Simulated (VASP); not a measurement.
The system is AlN.

```
Al N
1.0
    -2.80789    3.20226    0.08612
     2.87121    3.25790    0.00421
    -1.33164    1.53105   -5.00140
Al N
4 4
Cartesian
  0.3002 6.4169 -4.3828
  -0.1326 2.9816 -4.6098
  0.1066 6.2224 -1.7467
  0.0219 3.2411 -1.7867
  -1.4968 3.2214 -0.5510
  1.6557 3.5147 -0.2030
  -1.2390 3.4248 -3.3191
  -1.4180 6.1999 -3.0409
```

```yaml
Program: VASP 6.6.1
Task: relaxation of cell and atoms
Functional: PBE
Potentials_or_basis: VASP PAW PBE potentials, release 64 (Al, N)
Cutoff: 600 eV
k_mesh: 4 × 4 × 4
Occupations: gaussian, width 0.1 eV
Spin: no spin polarisation
```

At the start: pressure 6.5 GPa; volume 11.56 Å³/atom.

Question: Where does the relaxation end?

Answer: Over 65 steps the energy falls by 909.2 meV/atom and the volume is 8.41 Å³/atom (-27.3 %); space group Fm-3m (No. 225, to 0.05 Å).

Step by step:
```tsv
step	energy change (eV)	largest force (eV/Å)	pressure (GPa)	volume (Å³)
1	0.0000	10.2126	6.52	92.49
3	-2.6707	2.5031	-7.06	95.82
5	-3.6918	1.9868	4.77	88.74
7	-4.1099	0.9838	-0.49	89.66
9	-4.2315	0.4595	0.01	89.45
11	-4.2648	0.2918	0.57	89.40
13	-4.2745	0.1474	-0.43	89.83
15	-4.2777	0.0729	0.36	89.44
17	-4.2818	0.1886	-0.28	89.56
19	-4.2862	0.2420	-0.38	89.53
21	-4.3023	0.5706	-1.02	89.31
23	-4.3148	0.9872	-2.27	88.82
25	-4.3268	1.0888	-2.75	88.55
27	-4.3706	1.4708	-4.98	87.21
29	-4.4523	1.6243	-6.20	85.80
31	-4.6464	1.8246	-7.55	82.14
33	-4.7028	1.8380	-7.01	80.80
35	-4.8736	1.8060	-5.17	78.83
37	-4.4174	9.3647	16.07	71.04
39	-5.2048	2.6307	2.07	74.99
41	-5.7565	1.1269	-0.01	74.51
43	-5.8885	0.8894	-0.59	74.27
45	-6.1611	0.8247	-0.48	73.47
47	-6.3068	1.0647	0.26	72.56
49	-6.4767	1.0472	-1.68	71.93
51	-6.7468	0.9589	-1.53	70.14
53	-6.9383	0.8272	0.23	68.57
55	-7.1257	0.5731	-1.10	68.01
57	-7.2397	0.4925	1.37	66.94
59	-7.2679	0.2031	-0.17	67.30
61	-7.2727	0.1070	0.11	67.24
63	-7.2735	0.0289	0.01	67.27
65	-7.2737	0.0135	-0.02	67.27
```

Final structure:
```yaml
crystal:
  lattice:
    - [-3.63328, 3.28665, 0.81626]
    - [1.96628, 2.03654, 0.55263]
    - [-1.55476, 0.73239, -4.67944]
  atoms:
    - { symbol: Al, position: [0.56247, 0.81273, 0.87495] }
    - { symbol: Al, position: [0.06246, 0.31302, 0.87501] }
    - { symbol: Al, position: [0.81255, 0.06256, 0.37500] }
    - { symbol: Al, position: [0.31249, 0.56197, 0.37498] }
    - { symbol: N, position: [0.68749, 0.43735, 0.12505] }
    - { symbol: N, position: [0.18744, 0.93735, 0.12507] }
    - { symbol: N, position: [0.43753, 0.18742, 0.62496] }
    - { symbol: N, position: [0.93758, 0.68761, 0.62497] }
```

Caveat: the volume moved by over 15 % at a fixed basis, so the end points are rough.
